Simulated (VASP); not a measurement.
# Ru (P6_3/mmc) in VASP: a series of runs

The runs below take Ru through single point, with B3LYP5.

All numbers are computed with VASP 6.6.1; they aren't measurements. Logs are shortened: lines on timing, memory, paths and dates and some standing lists are left out, and cuts for length are marked.

## 1. The cell of the first run

It takes space group P6_3/mmc (No. 194, hexagonal). The conventional cell has a = 2.706 Å, b = 2.706 Å, c = 4.282 Å, α = 90.00°, β = 90.00°, γ = 120.00°. Within 3.5 Å of Ru (site symmetry -6m2) lie 12 Ru at 2.65 to 2.71 Å.

## 2. Single point, B3LYP5

POSCAR reads:

```
Ru
1.0
    2.7058000000      0.0000000000      0.0000000000
   -1.3529000000      2.3432915376      0.0000000000
    0.0000000000      0.0000000000      4.2819000000
Ru
2
Direct
    0.6666666667      0.3333333333      0.7500000000
    0.3333333333      0.6666666667      0.2500000000
```

INCAR.step1 reads:

```
SYSTEM = Ru
PREC = Accurate
ENCUT = 520
EDIFF = 1E-5
ISMEAR = -1
SIGMA = 0.05
LREAL = .False.
LASPH = .True.
NELM = 80
ALGO = Normal
ISIF = 2
LWAVE = .True.
LCHARG = .False.
NBANDS = 21
GGA = PE
```

INCAR.step2 reads:

```
SYSTEM = Ru
PREC = Accurate
ENCUT = 520
EDIFF = 1E-6
ISMEAR = -1
SIGMA = 0.05
LREAL = .False.
LASPH = .True.
NELM = 80
ALGO = Normal
ISIF = 2
LWAVE = .False.
LCHARG = .False.
GGA = B5
LHFCALC = .True.
AEXX = 0.2
AGGAX = 0.72
AGGAC = 0.81
ALDAC = 0.19
PRECFOCK = Normal
NBANDS = 21
ISTART = 1
```

KPOINTS reads:

```
regular mesh
0
Gamma
  6 6 3
  0 0 0
```

Potentials or basis: VASP PAW PBE potentials, release 64 (Ru_pv).

The run is started by

```console
> cat potpaw_PBE.64/Ru_pv/POTCAR > POTCAR
> cp INCAR.step1 INCAR
> mpirun -np 1 vasp_std > vasp.out
> cp INCAR.step2 INCAR
> mpirun -np 1 vasp_std > vasp.out
```

OUTCAR:

```text
SYSTEM = Ru
   PREC = Accurate
   ENCUT = 520
   EDIFF = 1E-6
   ISMEAR = -1
   LREAL = .False.
   LASPH = .True.
   NELM = 80
   ISIF = 2
   GGA = B5
   LHFCALC = .True.
   AEXX = 0.2
   PRECFOCK = Normal
   ISTART = 1

 ion  position               nearest neighbor table
   1  0.667  0.333  0.750-   2 2.65   2 2.65   2 2.65   2 2.65   2 2.65   2 2.65
   2  0.333  0.667  0.250-   1 2.65   1 2.65   1 2.65   1 2.65   1 2.65   1 2.65

  LATTYP: Found a hexagonal cell.
 ALAT       =     2.7058000000
 C/A-ratio  =     1.5824894671

  Lattice vectors:

 A1 = (   2.7058000000,   0.0000000000,   0.0000000000)
 A2 = (  -1.3529000000,   2.3432915376,   0.0000000000)
 A3 = (   0.0000000000,   0.0000000000,   4.2819000000)

Analysis of symmetry for initial positions (statically):
=====================================================================
 Subroutine PRICEL returns:
 Original cell was already a primitive cell.

 Routine SETGRP: Setting up the symmetry group for a
 hexagonal supercell.

 Subroutine GETGRP returns: Found 24 space group operations
 (whereof 12 operations were pure point group operations)
 out of a pool of 24 trial point group operations.

The static configuration has the point symmetry D_3d.
 The point group associated with its full space group is D_6h.

Analysis of symmetry for dynamics (positions and initial velocities):
=====================================================================
 Subroutine PRICEL returns:
 Original cell was already a primitive cell.

 Routine SETGRP: Setting up the symmetry group for a
 hexagonal supercell.

 Subroutine GETGRP returns: Found 24 space group operations
 (whereof 12 operations were pure point group operations)
 out of a pool of 24 trial point group operations.

The dynamic configuration has the point symmetry D_3d.
 The point group associated with its full space group is D_6h.

 Subroutine INISYM returns: Found 24 space group operations
 (whereof 12 operations are pure point group operations),
 and found     1 'primitive' translations

----------------------------------------------------------------------------------------

                                     Primitive cell

  volume of cell :      27.1493

  direct lattice vectors                    reciprocal lattice vectors
     2.705800000  0.000000000  0.000000000     0.369576465  0.213375072  0.000000000
    -1.352900000  2.343291538  0.000000000     0.000000000  0.426750144  0.000000000
     0.000000000  0.000000000  4.281900000     0.000000000  0.000000000  0.233541185

  length of vectors
     2.705800000  2.705800000  4.281900000     0.426750144  0.426750144  0.233541185

  position of ions in fractional coordinates (direct lattice)
     0.666666667  0.333333333  0.750000000
     0.333333333  0.666666667  0.250000000

  ion indices of the primitive-cell ions
   primitive index   ion index
                 1           1
                 2           2

----------------------------------------------------------------------------------------

 KPOINTS: regular mesh

Automatic generation of k-mesh.
 Grid dimensions read from file:
 generate k-points for:    6    6    3

 Generating k-lattice:

  Cartesian coordinates                     Fractional coordinates (reciprocal lattice)
     0.061596078  0.035562512  0.000000000     0.166666667  0.000000000  0.000000000
     0.000000000  0.071125024  0.000000000     0.000000000  0.166666667  0.000000000
     0.000000000  0.000000000  0.077847062     0.000000000  0.000000000  0.333333333

  Length of vectors
     0.071125024  0.071125024  0.077847062

  Shift w.r.t. Gamma in fractional coordinates (k-lattice)
     0.000000000  0.000000000  0.000000000

 Subroutine IBZKPT returns following result:
 ===========================================

 Found     14 irreducible k-points:

 Following reciprocal coordinates:
            Coordinates               Weight
  0.000000  0.000000  0.000000      1.000000
  0.166667  0.000000  0.000000      6.000000
  0.333333  0.000000  0.000000      6.000000
  0.500000  0.000000  0.000000      3.000000
  0.166667  0.166667  0.000000      6.000000
  0.333333  0.166667  0.000000     12.000000
  0.333333  0.333333  0.000000      2.000000
  0.000000  0.000000  0.333333      2.000000
  0.166667  0.000000  0.333333     12.000000
  0.333333  0.000000  0.333333     12.000000
  0.500000  0.000000  0.333333      6.000000
  0.166667  0.166667  0.333333     12.000000
  0.333333  0.166667  0.333333     24.000000
  0.333333  0.333333  0.333333      4.000000
   k-points           NKPTS =     14   k-points in BZ     NKDIM =    108   number of bands    NBANDS=     21
   number of dos      NEDOS =    301   number of ions     NIONS =      2
   total plane-waves  NPLWV =  12800
   dimension x,y,z NGX =    20 NGY =   20 NGZ =   32
   dimension x,y,z NGXF=    40 NGYF=   40 NGZF=   64
   ions per type =               2
   NGX,Y,Z   is equivalent  to a cutoff of  12.29, 12.29, 12.42 a.u.
   NGXF,Y,Z  is equivalent  to a cutoff of  24.58, 24.58, 24.85 a.u.
 SYSTEM =  Ru
   PREC   = accura    normal or accurate (medium, high low for compatibility)
   ISTART =      1    job   : 0-new  1-cont  2-samecut
   ICHARG =      0    charge: 1-file 2-atom 10-const
   ISPIN  =      1    spin polarized calculation?
   LNONCOLLINEAR =      F non collinear calculations
   LSORBIT =      F    spin-orbit coupling
   LASPH  =      T    aspherical Exc in radial PAW
   ENCUT  =  520.0 eV  38.22 Ry    6.18 a.u.   5.03  5.03  7.96*2*pi/ulx,y,z
   NELM   =     80;   NELMIN=  2; NELMDL=  0     # of ELM steps
   EDIFF  = 0.1E-05   stopping-criterion for ELM
   LREAL  =      F    real-space projection
   EDIFFG = 0.1E-04   stopping-criterion for IOM
   NSW    =      0    number of steps for IOM
   IBRION =     -1    ionic relax: 0-MD 1-quasi-New 2-CG
   NFREE  =      0    steps in history (QN), initial steepest desc. (CG)
   ISIF   =      2    stress and relaxation
   ISYM   =      3    0-nonsym 1-usesym 2-fastsym
   POTIM  = 0.5000    time-step for ionic-motion
   TEBEG  =    0.0;   TEEND  =   0.0 temperature during run
   PSTRESS=    0.0 pullay stress
   NELECT =      28.0000    total number of electrons
   NUPDOWN=      -1.0000    fix difference up-down
   EMIN   =  10.00;   EMAX   =-10.00  energy-range for DOS
   EFERMI =   0.00;   METHOD = LEGACY
   ISMEAR =    -1;   SIGMA  =   0.05  broadening in eV -4-tet -1-fermi 0-gaus
   EFERMI_NEDOS =   21; number of points for ismear=-14 and -15
   IALGO  =     38    algorithm
   IMIX   =      1    mixing-type and parameters
     AMIX     =   0.40;   BMIX     =  1.00
     AMIX_MAG =   1.60;   BMIX_MAG =  1.00
  volume/ion in A,a.u.               =      13.57        91.61
  Fermi-wavevector in a.u.,A,eV,Ry     =   1.654022  3.125649 37.222674  2.735789
  Thomas-Fermi vector in A             =   2.742361
   LORBIT       =      0    0 simple, 1 ext, 2 COOP (PROOUT), +10 PAW based schemes
   GGA     = B5    functional components
   LHFCALC =     T    Hartree Fock is set to
   PRECFOCK=normal    Normal, Fast or Accurate (Low or Medium for compatibility)
   ENCUT4O =  -1.0   cutoff for four orbital integrals eV
   NKREDX  =     1    reduce k-point grid by
   NKREDY  =     1    reduce k-point grid by
   NKREDZ  =     1    reduce k-point grid by
   AEXX    =    0.2000 exact exchange contribution
   HFSCREEN=    0.0000 screening length (either q_TF or 0.3 A-1)
   HFSCREENC=   0.0000 screening length for correlation (either q_TF or 0.3 A-1)
   ENCUTFOCK=  -1.0 apply spherical cutoff to Coloumb kernel
   IVDW    =     0    specifies the selected vdW correction
   LEPSILON=     F    determine dielectric tensor
   LRPA    =     F    only Hartree local field effects (RPA)
 non-spin polarized calculation
  energy-cutoff  :      520.00
  volume of cell :       27.15
 maximum number of plane-waves:       756
 NGX is ok and might be reduce to    20
  NGX = 16; NGY = 16; NGZ = 28

 number of electron      28.0000008 magnetization

 Free energy of the ion-electron system (eV)
  ---------------------------------------------------
  ext. energy  EPLUGINS =         0.00000000
  ---------------------------------------------------
  free energy    TOTEN  =       -20.20798860 eV

  energy without entropy =      -20.20775433  energy(sigma->0) =      -20.20787146

 E-fermi :  12.9706     XC(G=0): -11.1348

 val. band max:       12.6770670114   @ k =   0.1667   0.1667   0.0000
 cond. band min:      13.3120052645   @ k =   0.5000   0.0000   0.3333
 fundamental gap:      0.6349382531
 Fermi energy:        12.9706065713

 k-point     1 :       0.0000    0.0000    0.0000
  band No.  band energies     occupation
      1     -33.4237      2.00000
      2     -32.3575      2.00000
      3     -32.3575      2.00000
      4     -32.1632      2.00000
      5     -32.1632      2.00000
      6     -32.1182      2.00000
[... 13 lines left out ...]
     20      26.6084      0.00000
     21      26.6096      0.00000

 k-point     2 :       0.1667    0.0000    0.0000
  band No.  band energies     occupation
      1     -33.3180      2.00000
      2     -32.5709      2.00000
      3     -32.4279      2.00000
      4     -32.3830      2.00000
      5     -32.1945      2.00000
      6     -32.1716      2.00000
[... 13 lines left out ...]
     20      26.6085      0.00000
     21      26.6097      0.00000

 k-point     3 :       0.3333    0.0000    0.0000
  band No.  band energies     occupation
      1     -33.0643      2.00000
      2     -32.9973      2.00000
      3     -32.7974      2.00000
      4     -32.5615      2.00000
      5     -32.3219      2.00000
      6     -32.2634      2.00000
[... 13 lines left out ...]
     20      26.0929      0.00000
     21      26.6091      0.00000

 k-point     4 :       0.5000    0.0000    0.0000
  band No.  band energies     occupation
      1     -33.2096      2.00000
      2     -32.9916      2.00000
      3     -32.8755      2.00000
      4     -32.6245      2.00000
      5     -32.4590      2.00000
      6     -32.2985      2.00000
[... 13 lines left out ...]
     20      26.6091      0.00000
     21      26.6096      0.00000

 k-point     5 :       0.1667    0.1667    0.0000
  band No.  band energies     occupation
      1     -33.1365      2.00000
      2     -32.7961      2.00000
      3     -32.7718      2.00000
      4     -32.4873      2.00000
      5     -32.3091      2.00000
      6     -32.2751      2.00000
[... 13 lines left out ...]
     20      26.6088      0.00000
     21      26.6096      0.00000

 k-point     6 :       0.3333    0.1667    0.0000
  band No.  band energies     occupation
      1     -33.0997      2.00000
      2     -32.9208      2.00000
      3     -32.8786      2.00000
      4     -32.6909      2.00000
      5     -32.4543      2.00000
      6     -32.4246      2.00000
[... 13 lines left out ...]
     20      25.6463      0.00000
     21      26.6094      0.00000

 k-point     7 :       0.3333    0.3333    0.0000
  band No.  band energies     occupation
      1     -33.0568      2.00000
      2     -32.8515      2.00000
      3     -32.8515      2.00000
      4     -32.6526      2.00000
      5     -32.6526      2.00000
      6     -32.6399      2.00000
[... 13 lines left out ...]
     20      26.6094      0.00000
     21      26.6094      0.00000

 k-point     8 :       0.0000    0.0000    0.3333
  band No.  band energies     occupation
      1     -33.1127      2.00000
      2     -32.4609      2.00000
      3     -32.3095      2.00000
      4     -32.3095      2.00000
      5     -32.2124      2.00000
      6     -32.2124      2.00000
[... 13 lines left out ...]
     20      26.6093      0.00000
     21      28.6287      0.00000

 k-point     9 :       0.1667    0.0000    0.3333
  band No.  band energies     occupation
      1     -33.0900      2.00000
      2     -32.6237      2.00000
      3     -32.4717      2.00000
      4     -32.3705      2.00000
      5     -32.2803      2.00000
      6     -32.2537      2.00000
[... 13 lines left out ...]
     20      26.6093      0.00000
     21      28.6299      0.00000

 k-point    10 :       0.3333    0.0000    0.3333
  band No.  band energies     occupation
      1     -33.1889      2.00000
      2     -33.0137      2.00000
      3     -32.6277      2.00000
      4     -32.4873      2.00000
      5     -32.3500      2.00000
      6     -32.3386      2.00000
[... 13 lines left out ...]
     20      26.6094      0.00000
     21      26.8917      0.00000

 k-point    11 :       0.5000    0.0000    0.3333
  band No.  band energies     occupation
      1     -33.3319      2.00000
      2     -33.2037      2.00000
      3     -32.5903      2.00000
      4     -32.5438      2.00000
      5     -32.3996      2.00000
      6     -32.3809      2.00000
[... 13 lines left out ...]
     20      25.1582      0.00000
     21      26.6093      0.00000

 k-point    12 :       0.1667    0.1667    0.3333
  band No.  band energies     occupation
      1     -33.1119      2.00000
      2     -32.8962      2.00000
      3     -32.5870      2.00000
      4     -32.5246      2.00000
      5     -32.3695      2.00000
      6     -32.2939      2.00000
[... 13 lines left out ...]
     20      26.6094      0.00000
     21      28.5504      0.00000

 k-point    13 :       0.3333    0.1667    0.3333
  band No.  band energies     occupation
      1     -33.2244      2.00000
      2     -33.1234      2.00000
      3     -32.7265      2.00000
      4     -32.5772      2.00000
      5     -32.4706      2.00000
      6     -32.3363      2.00000
[... 13 lines left out ...]
     20      26.6092      0.00000
     21      26.6094      0.00000

 k-point    14 :       0.3333    0.3333    0.3333
  band No.  band energies     occupation
      1     -33.0972      2.00000
      2     -33.0972      2.00000
      3     -32.9537      2.00000
      4     -32.7458      2.00000
      5     -32.3971      2.00000
      6     -32.3971      2.00000
[... 13 lines left out ...]
     20      26.6094      0.00000
     21      26.6094      0.00000

------------------------ aborting loop because EDIFF is reached ----------------------------------------

  FORCE on cell =-STRESS in cart. coord.  units (eV):
  Direction    XX          YY          ZZ          XY          YZ          ZX
  --------------------------------------------------------------------------------------
  -------------------------------------------------------------------------------------
  Total        1.7107297      1.7107297      0.2808207     -0.0000000     -0.0000000      0.0000000
  in kB      100.9563030    100.9563030     16.5722407     -0.0000000     -0.0000000      0.0000000
  external PRESSURE =      72.8282822 kB  Pullay stress =       0.0000000 kB

 VOLUME and BASIS-vectors are now :
 -----------------------------------------------------------------------------
  energy-cutoff  :      520.00
  volume of cell :       27.15
      direct lattice vectors                 reciprocal lattice vectors
     2.705800000  0.000000000  0.000000000     0.369576465  0.213375072  0.000000000
    -1.352900000  2.343291538  0.000000000     0.000000000  0.426750144  0.000000000
     0.000000000  0.000000000  4.281900000     0.000000000  0.000000000  0.233541185

 POSITION                                       TOTAL-FORCE (eV/Angst)
 -----------------------------------------------------------------------------------
      1.35290      0.78110      3.21143         0.000000      0.000000     -0.000000
     -0.00000      1.56219      1.07048        -0.000000     -0.000000      0.000000
 -----------------------------------------------------------------------------------
    total drift:                               -0.000000      0.000000     -0.000000

  FREE ENERGIE OF THE ION-ELECTRON SYSTEM (eV)
  ---------------------------------------------------
  free  energy   TOTEN  =       -20.2079885985 eV

  energy  without entropy=      -20.2077543302  energy(sigma->0) =      -20.20787146
```

Wall time 27 min (1 thread of Intel Xeon Platinum 8375C at 2.90GHz (Ice Lake), shared host); peak memory 0.16 GiB.

What came out:

* Free energy: -20.2080 eV
* Pressure: 7.3 GPa
* Band gap on the k mesh: zero (band 14 reaches 15.14 eV, above the bottom of band 15 at 10.91 eV)

Caveat: the k points lie up to 0.49 Å⁻¹ apart; the PAW data sets were made with another functional, which shifts forces and pressure a little.

[end of part 1 of 2]
